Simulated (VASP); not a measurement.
Ge3Pt: relaxation of cell and atoms with PBE

Crystal: Ge3Pt.

```
Ge Pt
1.0
     4.14622    0.00000    0.00000
     0.00000    4.14622    0.00000
     0.00000    0.00000    4.14622
Ge Pt
3 1
Cartesian
  0.0000 2.0731 2.0731
  2.0731 0.0000 2.0731
  2.0731 2.0731 0.0000
  0.0000 0.0000 0.0000
```

| Quantity | Value |
| --- | --- |
| Program | VASP 6.6.1 |
| Task | relaxation of cell and atoms |
| Functional | PBE |
| Potentials or basis | VASP PAW PBE potentials, release 64 (Ge_d, Pt) |
| Cutoff | 600 eV |
| k mesh | 12 × 12 × 12 |
| Occupations | gaussian, width 0.1 eV |
| Spin | no spin polarisation |
| Dipole correction | no |
| Further INCAR settings | ALGO = Normal; EDIFF = 1e-06; IBRION = 2; EDIFFG = -0.01; NSW = 100; ISIF = 3 |

| Property | Result |
| --- | --- |
| Relaxed volume | 17.86 Å³/atom |
| Relaxed cell | a = 4.149 Å, b = 4.149 Å, c = 4.149 Å, α = 90.00°, β = 90.00°, γ = 90.00° |
| Space group after relaxing (to 0.1 Å) | Pm-3m (No. 221) |
| Energy gained by relaxing | 0.0 meV/atom |
| Ionic steps | 4 |
| Pressure after relaxing | 0.0 GPa |
| Band gap on the k mesh | zero (bands 26 and 27 overlap by 1.87 eV) |

Final structure:
```
Ge Pt
1.0
     4.14942    0.00000    0.00000
     0.00000    4.14942    0.00000
     0.00000    0.00000    4.14942
Ge Pt
3 1
Direct
  0.00000 0.50000 0.50000
  0.50000 0.00000 0.50000
  0.50000 0.50000 0.00000
  0.00000 0.00000 0.00000
```

Levels at points of the mesh, in eV from the Fermi level:
```tsv
k point	band 22	band 23	band 24	band 25	band 26	band 27	band 28	band 29	band 30	band 31
(0.00, 0.00, 0.00)	-2.70	-2.70	-2.70	-1.37	-1.37	-0.31	2.88	2.88	2.88	5.48
(0.50, 0.00, 0.00)	-2.65	-2.49	-0.42	-0.42	-0.38	0.30	0.30	0.75	3.34	6.00
(0.50, 0.50, 0.00)	-2.35	-2.29	-1.97	-0.08	0.04	0.84	0.84	2.95	2.95	4.87
(0.50, 0.50, 0.50)	-4.45	-2.23	-2.23	-1.99	-1.30	-1.30	-1.30	7.37	7.37	7.40
```

Wall time 9.2 min on 1 thread of AMD EPYC 7R13 Processor (Zen 3), with other jobs on the host, peak memory 0.32 GiB.

Caveat: spin-orbit coupling is left out, which moves the levels of the heavy elements.
